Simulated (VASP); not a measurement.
# Si16Ge (a cell with a defect) in VASP: notebook, part 2 of 2

VASP 6.6.1. Earlier steps stand in the parts before.

### 5 Single point, PBEsol

INCAR

```
SYSTEM = Si16Ge
ALGO = Normal
EDIFF = 1E-6
ENCUT = 520
GGA = PS
ISIF = 2
ISMEAR = 0
LASPH = .True.
LCHARG = .False.
LREAL = Auto
LWAVE = .False.
NBANDS = 53
NELM = 80
PREC = Accurate
SIGMA = 0.05
```

KPOINTS

```
k-points
0
Gamma
  2 2 2
  0 0 0
```

POSCAR

```
Si16Ge
1.0
    0.0000000000      5.4300000000      5.4300000000
    5.4300000000      0.0000000000      5.4300000000
    5.4300000000      5.4300000000      0.0000000000
Si Ge
16 1
Direct
    0.0006583794      0.0068491713     -0.0077270718
    0.1139259669      0.1286974217      0.1284373849
   -0.0252406077      0.0075564457      0.5086290055
    0.1192302026      0.1407224678      0.6212110497
    0.0006570902      0.5000421731     -0.0077988950
    0.1344822284      0.6338846225      0.0975923573
    0.0103723757      0.5096230203      0.4700302026
    0.1192123389      0.6183966851      0.6211709024
    0.4898623389     -0.0106039595      0.0313406077
    0.6294021179      0.1287409761      0.1283886740
    0.5094509208      0.0077993554      0.5085586556
    0.6115260589      0.1114308471      0.6661004604
    0.5075232044      0.5000465930     -0.0077931860
    0.6292147330      0.6134530387      0.1285353591
    0.5083837017      0.4745818600      0.5088067219
    0.6415881215      0.6184113260      0.6211726519
    0.3586031308      0.8587598527      0.4246817680
```

Potentials or basis: VASP PAW PBE potentials, release 64 (Si, Ge_d).

Started as:

```console
$ cat potpaw_PBE.64/Si/POTCAR potpaw_PBE.64/Ge_d/POTCAR > POTCAR
$ mpirun -np 1 vasp_std > vasp.out
```

OUTCAR:

```text
SYSTEM = Si16Ge
   EDIFF = 1E-6
   ENCUT = 520
   GGA = PS
   ISIF = 2
   ISMEAR = 0
   LASPH = .True.
   LREAL = Auto
   NELM = 80
   PREC = Accurate

 ion  position               nearest neighbor table
   1  0.001  0.007  0.992-   4 2.33  10 2.33   2 2.33   6 2.34
   2  0.114  0.129  0.128-   1 2.33   5 2.33   9 2.36   3 2.39  17 2.94
   3  0.975  0.008  0.509-  12 2.29   2 2.39  17 2.42   8 2.44   4 2.45
   4  0.119  0.141  0.621-   7 2.32   1 2.33   3 2.45  11 2.45  17 2.62
   5  0.001  0.500  0.992-   8 2.33   2 2.33  14 2.33   6 2.34
   6  0.134  0.634  0.098-   7 2.34   1 2.34  13 2.34   5 2.34
   7  0.010  0.510  0.470-   8 2.32  16 2.32   4 2.32   6 2.34
   8  0.119  0.618  0.621-   7 2.32   5 2.33   3 2.44  15 2.44  17 2.63
   9  0.490  0.989  0.031-  12 2.29  14 2.36   2 2.36  10 2.36  17 2.47
  10  0.629  0.129  0.128-   1 2.33  13 2.33   9 2.36  11 2.39  17 2.94
  11  0.509  0.008  0.509-  12 2.29  10 2.39  17 2.42  16 2.44   4 2.45
  12  0.612  0.111  0.666-  15 2.29   9 2.29   3 2.29  11 2.29
  13  0.508  0.500  0.992-  16 2.33  10 2.33  14 2.33   6 2.34
  14  0.629  0.613  0.129-  13 2.33   5 2.33   9 2.36  15 2.39  17 2.95
  15  0.508  0.475  0.509-  12 2.29  14 2.39  17 2.43   8 2.44  16 2.44
  16  0.642  0.618  0.621-   7 2.32  13 2.33  11 2.44  15 2.44  17 2.62
  17  0.359  0.859  0.425-  11 2.42   3 2.42  15 2.43   9 2.47   4 2.62  16 2.62   8 2.63  10 2.94
                             2 2.94  14 2.95

  LATTYP: Found a face centered cubic cell.
 ALAT       =    10.8600000000

  Lattice vectors:

 A1 = (   0.0000000000,   5.4300000000,   5.4300000000)
 A2 = (   5.4300000000,   0.0000000000,   5.4300000000)
 A3 = (   5.4300000000,   5.4300000000,   0.0000000000)

Analysis of symmetry for initial positions (statically):
=====================================================================
 Subroutine PRICEL returns:
 Original cell was already a primitive cell.

 Routine SETGRP: Setting up the symmetry group for a
 face centered cubic supercell.

 Subroutine GETGRP returns: Found  1 space group operations
 (whereof  1 operations were pure point group operations)
 out of a pool of 48 trial point group operations.

[... 154 lines left out ...]
   AEXX    =    0.0000 exact exchange contribution
   IVDW    =     0    specifies the selected vdW correction
   LEPSILON=     F    determine dielectric tensor
   LRPA    =     F    only Hartree local field effects (RPA)
 non-spin polarized calculation
 Gauss-broadening in eV      SIGMA  =   0.05
  energy-cutoff  :      520.00
  volume of cell :      320.21
 maximum number of plane-waves:      8646
 NGX is ok and might be reduce to    60
   NGX = 29   NGY = 29   NGZ = 29

 number of electron      77.9999997 magnetization

 Free energy of the ion-electron system (eV)
  ---------------------------------------------------
  ext. energy  EPLUGINS =         0.00000000
  ---------------------------------------------------
  free energy    TOTEN  =       -92.67088790 eV

  energy without entropy =      -92.66012958  energy(sigma->0) =      -92.66550874

 E-fermi :   6.7923     XC(G=0):  -9.8904

 val. band max:        6.6184125420   @ k =   0.0000   0.0000   0.0000
 cond. band min:       6.7998941145   @ k =   0.0000   0.0000   0.0000
 fundamental gap:      0.1814815725
 Fermi energy:         6.7922842591

 k-point     1 :       0.0000    0.0000    0.0000
  band No.  band energies     occupation
      1     -18.2503      2.00000
      2     -18.2476      2.00000
      3     -18.2473      2.00000
      4     -18.2328      2.00000
      5     -18.2325      2.00000
      6      -6.5795      2.00000
[... 421 lines left out ...]
     50      10.2101      0.00000
     51      10.3209      0.00000
 [bands above 51 left out]

------------------------ aborting loop because EDIFF is reached ----------------------------------------

  FORCE on cell =-STRESS in cart. coord.  units (eV):
  Direction    XX          YY          ZZ          XY          YZ          ZX
  --------------------------------------------------------------------------------------
  -------------------------------------------------------------------------------------
  Total        8.7917195      8.8186143      8.8259824     -0.3816105      0.3488814      0.3768168
  in kB       43.9900973     44.1246677     44.1615344     -1.9094198      1.7456571      1.8854342
  external PRESSURE =      44.0920998 kB  Pullay stress =       0.0000000 kB

 VOLUME and BASIS-vectors are now :
 -----------------------------------------------------------------------------
  energy-cutoff  :      520.00
  volume of cell :      320.21
      direct lattice vectors                 reciprocal lattice vectors
     0.000000000  5.430000000  5.430000000    -0.092081031  0.092081031  0.092081031
     5.430000000  0.000000000  5.430000000     0.092081031 -0.092081031  0.092081031
     5.430000000  5.430000000  0.000000000     0.092081031  0.092081031 -0.092081031

 POSITION                                       TOTAL-FORCE (eV/Angst)
 -----------------------------------------------------------------------------------
      5.42523      5.39162      0.04077         0.029114      0.027216     -0.027560
      1.39624      1.31603      1.31745        -0.012515      0.033512      0.009655
      2.80289      8.05480      5.33398        -0.010820      0.082385      0.032311
      4.13730      4.02060      1.41154         0.021011      0.031733     -0.031546
      8.10288      5.39122      2.71880         0.028387      0.027020     -0.032699
      3.97192      1.26017      4.17223         0.042327      0.045978     -0.046665
[... 9 lines left out ...]
      6.73094      6.85679      6.84180         0.032615      0.028914     -0.032576
      6.96909      4.25324      6.61028        -0.160572     -0.154478      0.153839
 -----------------------------------------------------------------------------------
    total drift:                               -0.000212     -0.011094      0.006641

  FREE ENERGIE OF THE ION-ELECTRON SYSTEM (eV)
  ---------------------------------------------------
  free  energy   TOTEN  =       -92.6708879014 eV

  energy  without entropy=      -92.6601295828  energy(sigma->0) =      -92.66550874
```

Wall time 91 s (1 thread of Intel Xeon 6975P-C (Granite Rapids), shared host); peak memory 0.5 GiB.

What came out:

```yaml
Free_energy: -92.6709 eV
Pressure: 4.4 GPa
Largest_force: 0.271 eV/Å
Band_gap_on_the_k_mesh: zero (bands 39 and 40 overlap by 0.23 eV)
```

Forces in eV/Å, atoms in the order of the input:
```
Si   0.029  0.027 -0.028
Si  -0.013  0.034  0.010
Si  -0.011  0.082  0.032
Si   0.021  0.032 -0.032
Si   0.028  0.027 -0.033
Si   0.042  0.046 -0.047
Si   0.045  0.046 -0.046
Si   0.033  0.032 -0.031
Si  -0.089 -0.092  0.093
Si  -0.013 -0.009 -0.033
Si  -0.013 -0.031 -0.086
Si  -0.071 -0.067  0.065
Si   0.028  0.033 -0.027
Si   0.030 -0.012  0.013
Si   0.081 -0.023  0.027
Si   0.033  0.029 -0.033
Ge  -0.161 -0.154  0.154
```

Levels at points of the mesh, in eV from the Fermi level:
| k point | band 37 | band 38 | band 39 | band 40 | band 41 | band 42 |
| --- | --- | --- | --- | --- | --- | --- |
| (0.00, 0.00, 0.00) | -0.67 | -0.66 | -0.41 | -0.18 | -0.17 | 0.01 |
| (0.50, 0.00, 0.00) | -1.41 | -1.27 | -0.22 | 0.32 | 0.68 | 0.78 |
| (0.00, 0.50, 0.00) | -1.41 | -1.27 | -0.22 | 0.32 | 0.69 | 0.78 |
| (0.00, 0.00, 0.50) | -1.36 | -1.36 | -0.34 | 0.40 | 0.41 | 1.02 |
| (0.50, 0.50, 0.50) | -1.41 | -1.27 | -0.22 | 0.32 | 0.68 | 0.78 |
| (0.50, 0.50, 0.00) | -1.80 | -1.19 | 0.05 | 0.64 | 1.07 | 1.16 |
| (0.00, 0.50, 0.50) | -1.80 | -1.19 | 0.05 | 0.65 | 1.07 | 1.16 |
| (0.50, 0.00, 0.50) | -1.80 | -1.19 | 0.05 | 0.64 | 1.07 | 1.16 |

Caveat: the k points lie up to 0.50 Å⁻¹ apart; the PAW data sets were made with another functional, which shifts forces and pressure a little.

### 6 The runs side by side

| cell | gap on the mesh (eV) | pressure (GPa) | largest force (eV/Å) |
| --- | --- | --- | --- |
| as given, atomic positions A | none | 4.4 | 0.27 |
| as given, atomic positions B | none | 3.6 | 0.02 |
| as given, atomic positions C | none | 3.6 | 0.02 |
| as given, atomic positions D | none | 4.4 | 0.27 |

Alike in all rows: task single point; level PBEsol; potentials or basis VASP PAW PBE potentials, release 64 (Si, Ge_d); no spin polarisation; k mesh 2 × 2 × 2; cutoff (eV) 520; smearing gaussian 0.05 eV.

Caveats: all runs use coarse meshes; the PAW data sets were made with another functional, which shifts forces and pressure a little.

Absolute energies hang on the potentials; compare differences alone.

The gap in the log of VASP goes by the Fermi energy; the results here count the filled bands.